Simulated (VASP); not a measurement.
# C (P6_3/mmc) in VASP: notebook

Runs on C. Level: r2SCAN. Tasks: single point, relaxation of cell and atoms, relaxation of shape and atoms at fixed volume.

All numbers are computed with VASP 6.6.1; they aren't measurements. Logs are shortened: lines on timing, memory, paths and dates and some standing lists are left out, and cuts for length are marked.

## 1. The cell of the first run

It takes space group P6_3/mmc (No. 194, hexagonal). Conventional cell: a = 2.510 Å, b = 2.510 Å, c = 8.280 Å, α = 90.00°, β = 90.00°, γ = 120.00°. C (site symmetry 3m) has 4 C at 1.54 Å within 2.1 Å. C (site symmetry 3m) has 4 C at 1.54 to 1.57 Å within 2.1 Å.

## 2. Single point, r2SCAN

Input file POSCAR:

```
C
1.0
    2.5098396852      0.0000000000      0.0000000000
   -1.2549198426      2.1735849268      0.0000000000
    0.0000000000      0.0000000000      8.2803246248
C
8
Direct
    0.0000000000      0.0000000000      0.0929334757
    0.0000000000      0.0000000000      0.5929334757
    0.0000000000      0.0000000000      0.4070665243
    0.0000000000      0.0000000000      0.9070665243
    0.3333333333      0.6666666667      0.1554962089
    0.6666666667      0.3333333333      0.6554962089
    0.3333333333      0.6666666667      0.3445037911
    0.6666666667      0.3333333333      0.8445037911
```

Input file INCAR.step1:

```
  PREC = Accurate
  ENCUT = 520
  ISMEAR = 0
  SIGMA = 0.02
  LREAL = False
  LASPH = True
  NELM = 60
  NBANDS = 26
  GGA = PE
  ALGO = Normal
  EDIFF = 1E-4
  LWAVE = True
  LCHARG = False
```

Input file INCAR.step2:

```
  PREC = Accurate
  ENCUT = 520
  EDIFF = 1E-6
  ISMEAR = 0
  SIGMA = 0.02
  LREAL = False
  LASPH = True
  NELM = 60
  ALGO = Normal
  ISIF = 2
  LWAVE = False
  LCHARG = False
  METAGGA = R2SCAN
  LMIXTAU = True
  NBANDS = 26
  ISTART = 1
```

Input file KPOINTS:

```
regular mesh
0
Gamma
  12 12 4
```

Potentials or basis: VASP PAW PBE potentials, release 64 (C).

Run with:

```console
> cat potpaw_PBE.64/C/POTCAR > POTCAR
> cp INCAR.step1 INCAR
> mpirun -np 1 vasp_std > vasp.out
> cp INCAR.step2 INCAR
> mpirun -np 1 vasp_std > vasp.out
```

OUTCAR:

```text
PREC = Accurate
   ENCUT = 520
   EDIFF = 1E-6
   ISMEAR = 0
   LREAL = False
   LASPH = True
   NELM = 60
   ISIF = 2
   METAGGA = R2SCAN
   ISTART = 1

 ion  position               nearest neighbor table
   1  0.000  0.000  0.093-   5 1.54   5 1.54   5 1.54   4 1.54
   2  0.000  0.000  0.593-   6 1.54   6 1.54   6 1.54   3 1.54
   3  0.000  0.000  0.407-   7 1.54   7 1.54   7 1.54   2 1.54
   4  0.000  0.000  0.907-   8 1.54   8 1.54   8 1.54   1 1.54
   5  0.333  0.667  0.155-   1 1.54   1 1.54   1 1.54   7 1.57
   6  0.667  0.333  0.655-   2 1.54   2 1.54   2 1.54   8 1.57
   7  0.333  0.667  0.345-   3 1.54   3 1.54   3 1.54   5 1.57
   8  0.667  0.333  0.845-   4 1.54   4 1.54   4 1.54   6 1.57

  LATTYP: Found a hexagonal cell.
 ALAT       =     2.5098396852
 C/A-ratio  =     3.2991448313

  Lattice vectors:

 A1 = (   2.5098396852,   0.0000000000,   0.0000000000)
 A2 = (  -1.2549198426,   2.1735849268,   0.0000000000)
 A3 = (   0.0000000000,   0.0000000000,   8.2803246248)

Analysis of symmetry for initial positions (statically):
=====================================================================
 Subroutine PRICEL returns:
 Original cell was already a primitive cell.

 Routine SETGRP: Setting up the symmetry group for a
 hexagonal supercell.

 Subroutine GETGRP returns: Found 24 space group operations
 (whereof 12 operations were pure point group operations)
 out of a pool of 24 trial point group operations.

The static configuration has the point symmetry D_3d.
 The point group associated with its full space group is D_6h.

Analysis of symmetry for dynamics (positions and initial velocities):
=====================================================================
 Subroutine PRICEL returns:
 Original cell was already a primitive cell.

 Routine SETGRP: Setting up the symmetry group for a
 hexagonal supercell.

 Subroutine GETGRP returns: Found 24 space group operations
 (whereof 12 operations were pure point group operations)
 out of a pool of 24 trial point group operations.

The dynamic configuration has the point symmetry D_3d.
 The point group associated with its full space group is D_6h.

 Subroutine INISYM returns: Found 24 space group operations
 (whereof 12 operations are pure point group operations),
 and found     1 'primitive' translations

----------------------------------------------------------------------------------------

                                     Primitive cell

  volume of cell :      45.1721

  direct lattice vectors                    reciprocal lattice vectors
     2.509839685  0.000000000  0.000000000     0.398431823  0.230034720  0.000000000
    -1.254919843  2.173584927  0.000000000     0.000000000  0.460069440  0.000000000
     0.000000000  0.000000000  8.280324625     0.000000000  0.000000000  0.120768212

  length of vectors
     2.509839685  2.509839685  8.280324625     0.460069440  0.460069440  0.120768212

  position of ions in fractional coordinates (direct lattice)
     0.000000000  0.000000000  0.092933476
     0.000000000  0.000000000  0.592933476
     0.000000000  0.000000000  0.407066524
     0.000000000  0.000000000  0.907066524
     0.333333333  0.666666667  0.155496209
     0.666666667  0.333333333  0.655496209
     0.333333333  0.666666667  0.344503791
     0.666666667  0.333333333  0.844503791

  ion indices of the primitive-cell ions
   primitive index   ion index
                 1           1
                 2           2
                 3           3
                 4           4
                 5           5
                 6           6
                 7           7
                 8           8

----------------------------------------------------------------------------------------

 KPOINTS: regular mesh

Automatic generation of k-mesh.
 Grid dimensions read from file:
 generate k-points for:   12   12    4

 Generating k-lattice:

  Cartesian coordinates                     Fractional coordinates (reciprocal lattice)
     0.033202652  0.019169560  0.000000000     0.083333333 -0.000000000  0.000000000
     0.000000000  0.038339120  0.000000000     0.000000000  0.083333333  0.000000000
     0.000000000  0.000000000  0.030192053     0.000000000  0.000000000  0.250000000

  Length of vectors
     0.038339120  0.038339120  0.030192053

  Shift w.r.t. Gamma in fractional coordinates (k-lattice)
     0.000000000  0.000000000  0.000000000

 Subroutine IBZKPT returns following result:
 ===========================================

 Found     57 irreducible k-points:

 Following reciprocal coordinates:
            Coordinates               Weight
  0.000000  0.000000  0.000000      1.000000
  0.083333 -0.000000  0.000000      6.000000
  0.166667 -0.000000  0.000000      6.000000
  0.250000 -0.000000  0.000000      6.000000
  0.333333 -0.000000  0.000000      6.000000
  0.416667 -0.000000  0.000000      6.000000
[... 16 lines left out ...]
  0.250000 -0.000000  0.250000     12.000000
  0.333333 -0.000000  0.250000     12.000000
 [... further k-points ...]
   k-points           NKPTS =     57   k-points in BZ     NKDIM =     57   number of bands    NBANDS=     26
   number of dos      NEDOS =    301   number of ions     NIONS =      8
   total plane-waves  NPLWV =  25600
   dimension x,y,z NGX =    20 NGY =   20 NGZ =   64
   dimension x,y,z NGXF=    40 NGYF=   40 NGZF=  128
   ions per type =               8
   NGX,Y,Z   is equivalent  to a cutoff of  13.25, 13.25, 12.85 a.u.
   NGXF,Y,Z  is equivalent  to a cutoff of  26.50, 26.50, 25.70 a.u.
 SYSTEM =  unknown system
   PREC   = accura    normal or accurate (medium, high low for compatibility)
   ISTART =      1    job   : 0-new  1-cont  2-samecut
   ICHARG =      0    charge: 1-file 2-atom 10-const
   ISPIN  =      1    spin polarized calculation?
   LNONCOLLINEAR =      F non collinear calculations
   LSORBIT =      F    spin-orbit coupling
   LASPH  =      T    aspherical Exc in radial PAW
   ENCUT  =  520.0 eV  38.22 Ry    6.18 a.u.   4.67  4.67 15.40*2*pi/ulx,y,z
   NELM   =     60;   NELMIN=  2; NELMDL=  0     # of ELM steps
   EDIFF  = 0.1E-05   stopping-criterion for ELM
   LREAL  =      F    real-space projection
   EDIFFG = 0.1E-04   stopping-criterion for IOM
   NSW    =      0    number of steps for IOM
   IBRION =     -1    ionic relax: 0-MD 1-quasi-New 2-CG
   NFREE  =      0    steps in history (QN), initial steepest desc. (CG)
   ISIF   =      2    stress and relaxation
   ISYM   =      2    0-nonsym 1-usesym 2-fastsym
   POTIM  = 0.5000    time-step for ionic-motion
   TEBEG  =    0.0;   TEEND  =   0.0 temperature during run
   PSTRESS=    0.0 pullay stress
   NELECT =      32.0000    total number of electrons
   NUPDOWN=      -1.0000    fix difference up-down
   EMIN   =  10.00;   EMAX   =-10.00  energy-range for DOS
   EFERMI =   0.00;   METHOD = LEGACY
   ISMEAR =     0;   SIGMA  =   0.02  broadening in eV -4-tet -1-fermi 0-gaus
   EFERMI_NEDOS =   21; number of points for ismear=-14 and -15
   IALGO  =     38    algorithm
   IMIX   =      4    mixing-type and parameters
     AMIX     =   0.40;   BMIX     =  1.00
     AMIX_MAG =   1.60;   BMIX_MAG =  1.00
  volume/ion in A,a.u.               =       5.65        38.10
  Fermi-wavevector in a.u.,A,eV,Ry     =   1.459379  2.757827 28.977523  2.129788
  Thomas-Fermi vector in A             =   2.575953
   LORBIT       =      0    0 simple, 1 ext, 2 COOP (PROOUT), +10 PAW based schemes
   METAGGA = R2SCAN    functional components
   LHFCALC =     F    Hartree Fock is set to
   AEXX    =    0.0000 exact exchange contribution
   IVDW    =     0    specifies the selected vdW correction
   LEPSILON=     F    determine dielectric tensor
   LRPA    =     F    only Hartree local field effects (RPA)
 non-spin polarized calculation
 Gauss-broadening in eV      SIGMA  =   0.02
  energy-cutoff  :      520.00
  volume of cell :       45.17
 maximum number of plane-waves:      1236
 NGX is ok and might be reduce to    20
   NGX =  9   NGY =  9   NGZ = 31

 number of electron      31.9999996 magnetization

 Free energy of the ion-electron system (eV)
  ---------------------------------------------------
  ext. energy  EPLUGINS =         0.00000000
  ---------------------------------------------------
  free energy    TOTEN  =       -78.54547532 eV

  energy without entropy =      -78.54547532  energy(sigma->0) =      -78.54547532

 E-fermi :  10.0977     XC(G=0): -14.2799

 val. band max:        9.9159475842   @ k =   0.0000   0.0000   0.0000
 cond. band min:      14.6922253392   @ k =   0.4167  -0.0000   0.0000
 fundamental gap:      4.7762777550
 Fermi energy:        10.0976874877

 k-point     1 :       0.0000    0.0000    0.0000
  band No.  band energies     occupation
      1     -12.9934      2.00000
      2     -11.2771      2.00000
      3     -11.1616      2.00000
      4      -7.1335      2.00000
      5      -4.3229      2.00000
      6       2.6118      2.00000
[... 18 lines left out ...]
     25      18.5699      0.00000
     26      18.7413      0.00000

 k-point     2 :       0.0833   -0.0000    0.0000
  band No.  band energies     occupation
      1     -12.8133      2.00000
      2     -11.0996      2.00000
      3     -10.9849      2.00000
      4      -6.9709      2.00000
      5      -4.1596      2.00000
      6       2.6993      2.00000
[... 18 lines left out ...]
     25      19.0619      0.00000
     26      19.3852      0.00000

 k-point     3 :       0.1667   -0.0000    0.0000
  band No.  band energies     occupation
      1     -12.2750      2.00000
      2     -10.5694      2.00000
      3     -10.4575      2.00000
      4      -6.4849      2.00000
      5      -3.6840      2.00000
      6       2.8681      2.00000
[... 572 lines left out ...]
 k-point    23 :       0.2500   -0.0000    0.2500
  band No.  band energies     occupation
      1     -11.2757      2.00000
      2     -10.4002      2.00000
      3      -8.6874      2.00000
      4      -6.3884      2.00000
      5      -2.1236      2.00000
      6       0.9731      2.00000
[... 18 lines left out ...]
     25      20.7216      0.00000
     26      22.2454      0.00000

 k-point    24 :       0.3333   -0.0000    0.2500
  band No.  band energies     occupation
      1     -10.0552      2.00000
      2      -9.1945      2.00000
      3      -7.5209      2.00000
      4      -5.2916      2.00000
      5      -2.0301      2.00000
      6      -0.9011      2.00000
[... 18 lines left out ...]
     25      21.0120      0.00000
     26      22.7990      0.00000

 [... further k-points ...]

------------------------ aborting loop because EDIFF is reached ----------------------------------------

  FORCE on cell =-STRESS in cart. coord.  units (eV):
  Direction    XX          YY          ZZ          XY          YZ          ZX
  --------------------------------------------------------------------------------------
  -------------------------------------------------------------------------------------
  Total        0.3167559      0.3167559      0.3043084      0.0000000      0.0000000      0.0000000
  in kB       11.2347998     11.2347998     10.7933065      0.0000000      0.0000000      0.0000000
  external PRESSURE =      11.0876354 kB  Pullay stress =       0.0000000 kB

 VOLUME and BASIS-vectors are now :
 -----------------------------------------------------------------------------
  energy-cutoff  :      520.00
  volume of cell :       45.17
      direct lattice vectors                 reciprocal lattice vectors
     2.509839685  0.000000000  0.000000000     0.398431823  0.230034720  0.000000000
    -1.254919843  2.173584927  0.000000000     0.000000000  0.460069440  0.000000000
     0.000000000  0.000000000  8.280324625     0.000000000  0.000000000  0.120768212

 POSITION                                       TOTAL-FORCE (eV/Angst)
 -----------------------------------------------------------------------------------
      0.00000      0.00000      0.76952         0.000000     -0.000000     -0.000044
      0.00000      0.00000      4.90968        -0.000000      0.000000     -0.000044
      0.00000      0.00000      3.37064         0.000000     -0.000000      0.000044
      0.00000      0.00000      7.51081        -0.000000      0.000000      0.000044
     -0.00000      1.44906      1.28756         0.000000     -0.000000      0.007786
      1.25492      0.72453      5.42772        -0.000000     -0.000000      0.007786
     -0.00000      1.44906      2.85260        -0.000000      0.000000     -0.007786
      1.25492      0.72453      6.99277         0.000000      0.000000     -0.007786
 -----------------------------------------------------------------------------------
    total drift:                               -0.000000      0.000000      0.000000

  FREE ENERGIE OF THE ION-ELECTRON SYSTEM (eV)
  ---------------------------------------------------
  free  energy   TOTEN  =       -78.5454753224 eV

  energy  without entropy=      -78.5454753224  energy(sigma->0) =      -78.54547532
```

Run time: 4.4 min. Hardware: 1 thread of Intel Xeon 8259CL, shared host; peak memory 0.19 GiB.

What came out:

```
Free energy            : -78.5455 eV
Pressure               : 1.1 GPa
Largest force          : 0.008 eV/Å
Band gap on the k mesh : 4.78 eV (least direct gap 5.55 eV)
```

Forces on the atoms (eV/Å):
```
C    0.000  0.000  0.000
C    0.000  0.000  0.000
C    0.000  0.000  0.000
C    0.000  0.000  0.000
C    0.000  0.000  0.008
C    0.000  0.000  0.008
C    0.000  0.000 -0.008
C    0.000  0.000 -0.008
```

Caveat: the PAW data sets were made with another functional, which shifts forces and pressure a little.

## 3. Single point, r2SCAN

POSCAR is that of step 2.

Input file INCAR.step1:

```
SYSTEM = C
  PREC = Accurate
  ENCUT = 520
  ISMEAR = 0
  SIGMA = 0.05
  LREAL = .False.
  LASPH = .True.
  NELM = 100
  NBANDS = 26
  GGA = PE
  ALGO = Normal
  EDIFF = 1E-4
  LWAVE = .True.
  LCHARG = .False.
```

Input file INCAR.step2:

```
SYSTEM = C
  PREC = Accurate
  ENCUT = 520
  EDIFF = 1E-6
  ISMEAR = 0
  SIGMA = 0.05
  LREAL = .False.
  LASPH = .True.
  NELM = 100
  ALGO = Normal
  ISIF = 2
  LWAVE = .False.
  LCHARG = .False.
  METAGGA = R2SCAN
  LMIXTAU = .True.
  NBANDS = 26
  ISTART = 1
```

Input file KPOINTS:

```
Automatic mesh
0
Gamma
  12 12 4
  0 0 0
```

Potentials or basis: VASP PAW PBE potentials, release 64 (C).

Run with:

```console
> cat potpaw_PBE.64/C/POTCAR > POTCAR
> cp INCAR.step1 INCAR
> mpirun -np 1 vasp_std > vasp.out
> cp INCAR.step2 INCAR
> mpirun -np 1 vasp_std > vasp.out
```

Wall time 4.3 min (1 thread of Intel Xeon 8259CL, shared host); peak memory 0.19 GiB.

It converged, with:

| Quantity | Value |
| --- | --- |
| Free energy | -78.5455 eV |
| Pressure | 1.1 GPa |
| Largest force | 0.008 eV/Å |
| Band gap on the k mesh | 4.78 eV (least direct gap 5.55 eV) |

Forces in eV/Å, atoms in the order of the input:
```
C    0.000  0.000  0.000
C    0.000  0.000  0.000
C    0.000  0.000  0.000
C    0.000  0.000  0.000
C    0.000  0.000  0.008
C    0.000  0.000  0.008
C    0.000  0.000 -0.008
C    0.000  0.000 -0.008
```

Levels at points of the mesh, in eV from the valence-band top:
```
           k point  band 13  band 14  band 15  band 16  band 17  band 18  band 19  band 20
(0.00, 0.00, 0.00)    -1.85    -0.23     0.00     0.00     5.55     5.55     5.72     7.48
(0.50, 0.00, 0.00)    -5.24    -4.99    -3.90    -3.16     4.85     5.85     6.32     6.35
(0.00, 0.00, 0.50)    -0.70    -0.70    -0.70    -0.70     6.37     6.37     6.37     6.37
(0.50, 0.00, 0.50)    -5.02    -5.02    -3.90    -3.90     5.21     5.21     7.37     7.37
```

Caveat: the PAW data sets were made with another functional, which shifts forces and pressure a little.

(Part 1 of 2 ends here.)
